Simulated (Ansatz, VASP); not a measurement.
**AlN in VASP and in Ansatz**

The input INCAR:

```
SYSTEM = AlN
PREC = Accurate
ENCUT = 520
EDIFF = 1E-6
ISMEAR = 0
SIGMA = 0.05
LREAL = .False.
LASPH = .True.
NELM = 60
ALGO = Normal
ISIF = 2
LWAVE = .False.
LCHARG = .False.
GGA = PE
NBANDS = 16
```

Contents of KPOINTS:

```
regular mesh
0
Gamma
  12 12 6
  0 0 0
```

The input POSCAR:

```
AlN
1.0
    3.0363323760      0.0000000000      0.0000000000
   -1.5181661880      2.7921929908      0.0000000000
    0.0000000000      0.0000000000      5.0179796548
Al N
2 2
Direct
    0.3333333333      0.6666666667      0.0017287175
    0.6666666667      0.3333333333      0.5017287175
    0.3333333333      0.6666666667      0.3832712825
    0.6666666667      0.3333333333      0.8832712825
```

Input for Ansatz:

```yaml
crystal:
  lattice:
    - [3.036332376, 0.0, 0.0]
    - [-1.518166188, 2.7921929908, 0.0]
    - [0.0, 0.0, 5.0179796548]
  atoms:
    - { symbol: Al, position: [0.3333333333, 0.6666666667, 0.0017287175] }
    - { symbol: Al, position: [0.6666666667, 0.3333333333, 0.5017287175] }
    - { symbol: "N", position: [0.3333333333, 0.6666666667, 0.3832712825] }
    - { symbol: "N", position: [0.6666666667, 0.3333333333, 0.8832712825] }
basis:
  ecutwfc: 420
kpoints:
  mp_grid: { grid: [12, 12, 6] }
hamiltonian:
  xc: pbe
scf:
  occupations: { method: gaussian, width: 0.05 }
output:
  forces: true
  stress: true
  eigenvalues: true
```

Change from the starting cell: strain -0.0300 x Voigt [1, -1, 0, 0, 0, 0], atoms carried along.

Alike in both runs: task single point; functional PBE; k mesh 12 × 12 × 6; occupations gaussian, width 0.05 eV; no spin polarisation.

|  | VASP | Ansatz |
| --- | --- | --- |
| version | VASP 6.6.1 | Ansatz 0.2.0 |
| potentials or method | VASP PAW PBE potentials, release 64 (Al, N), cutoff 520 eV | scalar-relativistic, plane waves, PAW |
| valence electrons in the cell | 16 | 16 |

|  | VASP | Ansatz | Ansatz less VASP |
| --- | --- | --- | --- |
| gap on the k mesh at the Fermi level (eV) | 4.01 | 4.00 | -0.009 |
| least direct gap on the mesh (eV) | 4.01 | 4.00 | -0.009 |
| pressure (GPa) | 0.3 | 0.6 | +0.26 |
| traceless stress, the component that is largest in VASP (GPa) | 10.58 | 10.52 | -0.057 |
| rms of the force components (eV/Å) | 0.280 | 0.278 | -0.0017 |

Atom by atom the forces differ by 0.002 eV/Å (rms over components).
